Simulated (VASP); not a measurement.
# TaN (P-6m2) in VASP: settings compared

The runs below take TaN through electric field gradients, with PBE, LDA.

Everything below comes from runs of VASP 6.6.1. Logs are shortened: lines on timing, memory, paths and dates and some standing lists are left out, and cuts for length are marked.

**1. The cell of the first run**

Symmetry: P-6m2, No. 187, hexagonal system. Conventional cell: a = 2.938 Å, b = 2.938 Å, c = 2.883 Å, α = 90.00°, β = 90.00°, γ = 120.00°. Within 3.0 Å of Ta (site symmetry -6m2) lie 6 N at 2.23 Å and 8 Ta at 2.88 to 2.94 Å. Within 3.0 Å of N (site symmetry -6m2) lie 6 Ta at 2.23 Å and 8 N at 2.88 to 2.94 Å.

**2. Electric field gradients, PBE, collinear spin**

INCAR

```
SYSTEM = TaN
PREC = Accurate
ENCUT = 520
EDIFF = 1E-8
ISMEAR = -1
SIGMA = 0.05
LREAL = .FALSE.
LASPH = .TRUE.
NELM = 150
ALGO = Normal
ISIF = 2
LWAVE = .FALSE.
LCHARG = .FALSE.
ISPIN = 2
MAGMOM = 2 0
LORBIT = 11
LMAXMIX = 4
GGA = PE
LEFG = .TRUE.
NBANDS = 19
```

KPOINTS

```
Automatic mesh
0
G
  18 18 16
  0 0 0
```

POSCAR

```
TaN
1.0
    2.9379988584      0.0000000000      0.0000000000
   -1.4689994292      2.5443816477      0.0000000000
    0.0000000000      0.0000000000      2.8830000000
Ta N
1 1
Direct
    0.3333333333      0.6666666667      0.5000000000
    0.0000000000      0.0000000000      0.0000000000
```

Potentials or basis: VASP PAW PBE potentials, release 64 (Ta_pv, N).

Launch:

```console
$ cat potpaw_PBE.64/Ta_pv/POTCAR potpaw_PBE.64/N/POTCAR > POTCAR
$ mpirun -np 1 vasp_std > vasp.out
```

OUTCAR:

```text
SYSTEM = TaN
   PREC = Accurate
   ENCUT = 520
   EDIFF = 1E-8
   ISMEAR = -1
   LREAL = .FALSE.
   LASPH = .TRUE.
   NELM = 150
   ISIF = 2
   ISPIN = 2
   LORBIT = 11
   GGA = PE

 ion  position               nearest neighbor table
   1  0.333  0.667  0.500-   2 2.23   2 2.23   2 2.23   2 2.23   2 2.23   2 2.23
   2  0.000  0.000  0.000-   1 2.23   1 2.23   1 2.23   1 2.23   1 2.23   1 2.23

  LATTYP: Found a hexagonal cell.
 ALAT       =     2.9379988584
 C/A-ratio  =     0.9812801635

  Lattice vectors:

 A1 = (   2.9379988584,   0.0000000000,   0.0000000000)
 A2 = (  -1.4689994292,   2.5443816477,   0.0000000000)
 A3 = (   0.0000000000,   0.0000000000,   2.8830000000)

Analysis of symmetry for initial positions (statically):
=====================================================================
 Subroutine PRICEL returns:
 Original cell was already a primitive cell.

 Routine SETGRP: Setting up the symmetry group for a
 hexagonal supercell.

 Subroutine GETGRP returns: Found 12 space group operations
 (whereof 12 operations were pure point group operations)
 out of a pool of 24 trial point group operations.

The static configuration has the point symmetry D_3h.

Analysis of symmetry for dynamics (positions and initial velocities):
=====================================================================
 Subroutine PRICEL returns:
 Original cell was already a primitive cell.

 Routine SETGRP: Setting up the symmetry group for a
 hexagonal supercell.

 Subroutine GETGRP returns: Found 12 space group operations
 (whereof 12 operations were pure point group operations)
 out of a pool of 24 trial point group operations.

The dynamic configuration has the point symmetry D_3h.

Analysis of structural, dynamic, and magnetic symmetry:
=====================================================================
 Subroutine PRICEL returns:
 Original cell was already a primitive cell.

 Routine SETGRP: Setting up the symmetry group for a
 hexagonal supercell.

 Subroutine GETGRP returns: Found 12 space group operations
 (whereof 12 operations were pure point group operations)
 out of a pool of 24 trial point group operations.

The overall configuration has the point symmetry D_3h.

[... 157 lines left out ...]
 k-point     1 :       0.0000    0.0000    0.0000
  band No.  band energies     occupation
      1     -26.5934      1.00000
      2     -26.3307      1.00000
      3     -26.3307      1.00000
      4      -9.5269      1.00000
      5       3.6900      1.00000
      6       3.6900      1.00000
[... 517 lines left out ...]
     18      27.5619      0.00000
     19      31.0271      0.00000

 [... further k-points ...]

 spin component 2

 k-point     1 :       0.0000    0.0000    0.0000
  band No.  band energies     occupation
      1     -26.5934      1.00000
      2     -26.3307      1.00000
      3     -26.3307      1.00000
      4      -9.5269      1.00000
      5       3.6900      1.00000
      6       3.6900      1.00000
[... 517 lines left out ...]
     18      27.5619      0.00000
     19      31.0271      0.00000

 [... further k-points ...]
[... 5 lines left out ...]
  --------------------------------------------------------------------------------------
  -------------------------------------------------------------------------------------
  Total        0.6670619      0.6670619      0.8463428      0.0000000      0.0000000      0.0000000
  in kB       49.5904688     49.5904688     62.9185016      0.0000000      0.0000000      0.0000000
  external PRESSURE =      54.0331464 kB  Pullay stress =       0.0000000 kB

 VOLUME and BASIS-vectors are now :
 -----------------------------------------------------------------------------
  energy-cutoff  :      520.00
  volume of cell :       21.55
      direct lattice vectors                 reciprocal lattice vectors
     2.937998858  0.000000000  0.000000000     0.340367729  0.196511400  0.000000000
    -1.468999429  2.544381648  0.000000000     0.000000000  0.393022800  0.000000000
     0.000000000  0.000000000  2.883000000     0.000000000  0.000000000  0.346860909

 POSITION                                       TOTAL-FORCE (eV/Angst)
 -----------------------------------------------------------------------------------
     -0.00000      1.69625      1.44150        -0.000000      0.000000      0.000000
      0.00000      0.00000      0.00000         0.000000     -0.000000      0.000000
 -----------------------------------------------------------------------------------
    total drift:                                0.000000     -0.000000     -0.000000

  FREE ENERGIE OF THE ION-ELECTRON SYSTEM (eV)
  ---------------------------------------------------
  free  energy   TOTEN  =       -22.4404977647 eV

  energy  without entropy=      -22.4400183803  energy(sigma->0) =      -22.44025807

 Electric field gradients (V/A^2)
---------------------------------------------------------------------
 ion       V_xx      V_yy      V_zz      V_xy      V_xz      V_yz
---------------------------------------------------------------------
   1      -9.664    -9.664    19.328     0.000     0.000    -0.000
   2      -0.289    -0.288     0.576     0.001    -0.000    -0.000
---------------------------------------------------------------------

 Electric field gradients after diagonalization (V/A^2)
 (convention: |V_zz| > |V_xx| > |V_yy|)
----------------------------------------------------------------------
 ion       V_xx      V_yy      V_zz     asymmetry (V_yy - V_xx)/ V_zz
----------------------------------------------------------------------
   1      -9.664    -9.664    19.328       0.000
   2      -0.289    -0.287     0.576       0.004
----------------------------------------------------------------------

           NMR quadrupolar parameters

 Cq : quadrupolar parameter    Cq=e*Q*V_zz/h
 eta: asymmetry parameters     (V_yy - V_xx)/ V_zz
 Q  : nuclear electric quadrupole moment in mb (millibarn)
----------------------------------------------------------------------
 ion       Cq(MHz)       eta       Q (mb)
----------------------------------------------------------------------
   1       0.047       0.000       1.000
   2       0.001       0.004       1.000
----------------------------------------------------------------------

 total charge

# of ion       s       p       d       tot
------------------------------------------
    1        0.305   6.265   2.429   8.999
    2        1.229   2.507   0.000   3.736
--------------------------------------------------
tot          1.534   8.772   2.429  12.736

 magnetization (x)

# of ion       s       p       d       tot
------------------------------------------
    1       -0.000   0.000   0.000   0.000
    2       -0.000  -0.000   0.000  -0.000
--------------------------------------------------
tot         -0.000  -0.000   0.000   0.000
```

OSZICAR:

```text
N       E                     dE             d eps       ncg     rms          rms(c)
DAV:   1     0.102055000617E+03    0.10206E+03   -0.83859E+03 25332   0.893E+02
DAV:   2    -0.211247343819E+02   -0.12318E+03   -0.11562E+03 28358   0.272E+02
DAV:   3    -0.244828972588E+02   -0.33582E+01   -0.33193E+01 30396   0.407E+01
DAV:   4    -0.244934814862E+02   -0.10584E-01   -0.10582E-01 28210   0.246E+00
DAV:   5    -0.244935052607E+02   -0.23775E-04   -0.23774E-04 28075   0.116E-01    0.247E+01
DAV:   6    -0.225194055840E+02    0.19741E+01   -0.22344E+00 28314   0.188E+01    0.104E+01
DAV:   7    -0.224718899661E+02    0.47516E-01   -0.38235E-01 26163   0.508E+00    0.723E+00
DAV:   8    -0.224565065153E+02    0.15383E-01   -0.78880E-02 26988   0.234E+00    0.206E+00
DAV:   9    -0.224411505274E+02    0.15356E-01   -0.43335E-03 27042   0.526E-01    0.415E-01
DAV:  10    -0.224405227581E+02    0.62777E-03   -0.12903E-03 27645   0.279E-01    0.156E-01
DAV:  11    -0.224406127395E+02   -0.89981E-04   -0.23308E-04 26930   0.141E-01    0.691E-02
DAV:  12    -0.224405280296E+02    0.84710E-04   -0.24935E-05 27234   0.567E-02    0.271E-02
DAV:  13    -0.224404985627E+02    0.29467E-04   -0.19969E-06 26847   0.158E-02    0.128E-02
DAV:  14    -0.224404976451E+02    0.91762E-06   -0.42875E-07 27114   0.586E-03    0.296E-03
DAV:  15    -0.224404977535E+02   -0.10840E-06   -0.34882E-08 27318   0.181E-03    0.882E-04
DAV:  16    -0.224404977894E+02   -0.35830E-07   -0.37676E-09 15009   0.489E-04    0.265E-04
DAV:  17    -0.224404977646E+02    0.24791E-07   -0.89342E-10 13443   0.267E-04    0.948E-05
DAV:  18    -0.224404977647E+02   -0.15666E-09   -0.91918E-11 13320   0.868E-05
   1 F= -.22440498E+02 E0= -.22440258E+02  d E =-.479384E-03  mag=    -0.0000
```

stdout:

```text
POSCAR found type information on POSCAR TaN
 POSCAR found :  2 types and       2 ions
 scaLAPACK will be used
 LDA part: xc-table for (Slater+PW92), standard interpolation
 POSCAR, INCAR and KPOINTS ok, starting setup
 FFT: planning ... GRIDC
 FFT: planning ... GRID_SOFT
 FFT: planning ... GRID
 WAVECAR not read
 entering main loop
ion   1

ion   2
```

Wall time 3.7 min (1 thread of Intel Xeon 8259CL, shared host); peak memory 0.32 GiB.

Results:

- Free energy: -22.4405 eV
- Pressure: 5.4 GPa
- Band gap on the k mesh: zero (filled and empty bands overlap)
- Net moment: 0.00 μB per cell
- Largest electric field gradient by atom: Ta +19.3; N +0.6 V/Å²
- Valence electrons inside the program's atomic spheres: Ta 9.00; N 3.74

Stress tensor (GPa, compression positive):
```
4.96 0.00 0.00
0.00 4.96 0.00
0.00 0.00 6.29
```

Levels at points of the mesh, in eV from the Fermi level:
Spin up:
```tsv
k point	band 4	band 5	band 6	band 7	band 8	band 9	band 10	band 11	band 12	band 13
(0.00, 0.00, 0.00)	-17.77	-4.55	-4.55	-4.19	-2.91	2.23	3.60	3.60	4.02	4.02
(0.50, 0.00, 0.00)	-15.48	-8.27	-5.18	-3.46	-3.17	3.03	4.03	5.24	5.31	7.45
(0.00, 0.00, 0.50)	-15.12	-9.34	-3.74	-3.74	-0.07	-0.07	2.42	3.35	3.35	8.22
(0.50, 0.00, 0.50)	-15.78	-7.31	-6.17	-5.67	-0.35	4.17	5.37	6.06	7.10	10.21
```
Spin down:
```tsv
k point	band 4	band 5	band 6	band 7	band 8	band 9	band 10	band 11	band 12	band 13
(0.00, 0.00, 0.00)	-17.77	-4.55	-4.55	-4.19	-2.91	2.23	3.60	3.60	4.02	4.02
(0.50, 0.00, 0.00)	-15.48	-8.27	-5.18	-3.46	-3.17	3.03	4.03	5.24	5.31	7.45
(0.00, 0.00, 0.50)	-15.12	-9.34	-3.74	-3.74	-0.07	-0.07	2.42	3.35	3.35	8.22
(0.50, 0.00, 0.50)	-15.78	-7.31	-6.17	-5.67	-0.35	4.17	5.37	6.06	7.10	10.21
```

Electric field gradients, principal values (V/Å²):
```csv
atom,least,middle,greatest (by size)
1 Ta,-9.664,-9.664,19.328
2 N,-0.287,-0.289,0.576
```

Caveat: the cell stands under pressure; without QUAD_EFG the Cq values of the log hold for a quadrupole moment of 1 mb, not for the nuclei; spin-orbit coupling is left out, which moves the levels of the heavy elements.

**3. Electric field gradients, LDA, collinear spin**

INCAR

```
SYSTEM = TaN
ALGO = Normal ; EDIFF = 1E-8
ENCUT = 520 ; ISIF = 2
ISMEAR = -1 ; ISPIN = 2
LASPH = .TRUE. ; LCHARG = .FALSE.
LEFG = .TRUE. ; LMAXMIX = 4
LORBIT = 11 ; LREAL = .FALSE.
LWAVE = .FALSE. ; MAGMOM = 2 0
NBANDS = 19 ; NELM = 150
PREC = Accurate ; SIGMA = 0.05
```

KPOINTS

```
k-points
0
G
  18 18 16
  0 0 0
```

POSCAR is that of step 2.

Potentials or basis: VASP PAW LDA potentials, release 64 (Ta_pv, N).

Launch:

```console
$ cat potpaw_LDA.64/Ta_pv/POTCAR potpaw_LDA.64/N/POTCAR > POTCAR
$ mpirun -np 1 vasp_std > vasp.out
```

OUTCAR:

```text
SYSTEM = TaN
   EDIFF = 1E-8
   ENCUT = 520
   ISIF = 2
   ISMEAR = -1
   ISPIN = 2
   LASPH = .TRUE.
   LORBIT = 11
   LREAL = .FALSE.
   NELM = 150
   PREC = Accurate

 ion  position               nearest neighbor table
   1  0.333  0.667  0.500-   2 2.23   2 2.23   2 2.23   2 2.23   2 2.23   2 2.23
   2  0.000  0.000  0.000-   1 2.23   1 2.23   1 2.23   1 2.23   1 2.23   1 2.23

  LATTYP: Found a hexagonal cell.
 ALAT       =     2.9379988584
 C/A-ratio  =     0.9812801635

  Lattice vectors:

 A1 = (   2.9379988584,   0.0000000000,   0.0000000000)
 A2 = (  -1.4689994292,   2.5443816477,   0.0000000000)
 A3 = (   0.0000000000,   0.0000000000,   2.8830000000)

Analysis of symmetry for initial positions (statically):
[... 1302 lines left out ...]
----------------------------------------------------------------------
 ion       V_xx      V_yy      V_zz     asymmetry (V_yy - V_xx)/ V_zz
----------------------------------------------------------------------
   1      -8.839    -8.838    17.678       0.000
   2       0.022     0.020    -0.042       0.033
----------------------------------------------------------------------

           NMR quadrupolar parameters

 Cq : quadrupolar parameter    Cq=e*Q*V_zz/h
 eta: asymmetry parameters     (V_yy - V_xx)/ V_zz
 Q  : nuclear electric quadrupole moment in mb (millibarn)
----------------------------------------------------------------------
 ion       Cq(MHz)       eta       Q (mb)
----------------------------------------------------------------------
   1       0.043       0.000       1.000
   2      -0.000       0.033       1.000
----------------------------------------------------------------------

 total charge

# of ion       s       p       d       tot
------------------------------------------
    1        0.305   6.265   2.453   9.023
    2        1.214   2.476   0.000   3.690
--------------------------------------------------
tot          1.519   8.741   2.453  12.713

 magnetization (x)

# of ion       s       p       d       tot
------------------------------------------
    1       -0.000  -0.000  -0.000  -0.000
    2        0.000   0.000   0.000   0.000
--------------------------------------------------
tot          0.000   0.000  -0.000   0.000
```

OSZICAR:

```text
N       E                     dE             d eps       ncg     rms          rms(c)
DAV:   1     0.984844062066E+02    0.98484E+02   -0.83862E+03 25332   0.890E+02
DAV:   2    -0.236314687593E+02   -0.12212E+03   -0.11457E+03 28570   0.265E+02
DAV:   3    -0.268275430099E+02   -0.31961E+01   -0.31597E+01 30821   0.384E+01
DAV:   4    -0.268365329457E+02   -0.89899E-02   -0.89879E-02 27812   0.222E+00
DAV:   5    -0.268365537180E+02   -0.20772E-04   -0.20773E-04 27906   0.107E-01    0.246E+01
DAV:   6    -0.248610115522E+02    0.19755E+01   -0.23436E+00 26967   0.185E+01    0.104E+01
DAV:   7    -0.247499911104E+02    0.11102E+00   -0.29611E-01 26095   0.432E+00    0.704E+00
DAV:   8    -0.247269315842E+02    0.23060E-01   -0.94333E-02 27225   0.247E+00    0.155E+00
DAV:   9    -0.247017143263E+02    0.25217E-01   -0.26968E-03 27189   0.440E-01    0.331E-01
DAV:  10    -0.247009582393E+02    0.75609E-03   -0.11325E-03 27232   0.265E-01    0.170E-01
DAV:  11    -0.247010841888E+02   -0.12595E-03   -0.17179E-04 26932   0.128E-01    0.105E-01
DAV:  12    -0.247006720926E+02    0.41210E-03   -0.21235E-05 27169   0.536E-02    0.158E-02
DAV:  13    -0.247006692921E+02    0.28005E-05   -0.19131E-06 27638   0.127E-02    0.121E-02
DAV:  14    -0.247006688431E+02    0.44904E-06   -0.30454E-07 27098   0.526E-03    0.199E-03
DAV:  15    -0.247006687062E+02    0.13682E-06   -0.20056E-08 27384   0.155E-03    0.602E-04
DAV:  16    -0.247006687063E+02   -0.83674E-10   -0.14313E-09 13605   0.301E-04
   1 F= -.24700669E+02 E0= -.24700398E+02  d E =-.541912E-03  mag=     0.0000
```

Wall time 3.9 min (1 thread of Intel Xeon 8259CL, shared host); peak memory 0.31 GiB.

What came out:

| Quantity | Value |
| --- | --- |
| Free energy | -24.7007 eV |
| Pressure | -9.8 GPa |
| Band gap on the k mesh | zero (filled and empty bands overlap) |
| Net moment | 0.00 μB per cell |
| Largest electric field gradient by atom | Ta +17.7; N -0.0 V/Å² |
| Valence electrons inside the program's atomic spheres | Ta 9.02; N 3.69 |

Stress tensor (GPa, compression positive):
```
 -9.36   0.00   0.00
  0.00  -9.36   0.00
  0.00   0.00 -10.66
```

Electric field gradients, principal values (V/Å²):
```tsv
atom	least	middle	greatest (by size)
1 Ta	-8.838	-8.839	17.678
2 N	0.020	0.022	-0.042
```

Caveat: the cell stands under tension; without QUAD_EFG the Cq values of the log hold for a quadrupole moment of 1 mb, not for the nuclei; spin-orbit coupling is left out, which moves the levels of the heavy elements.
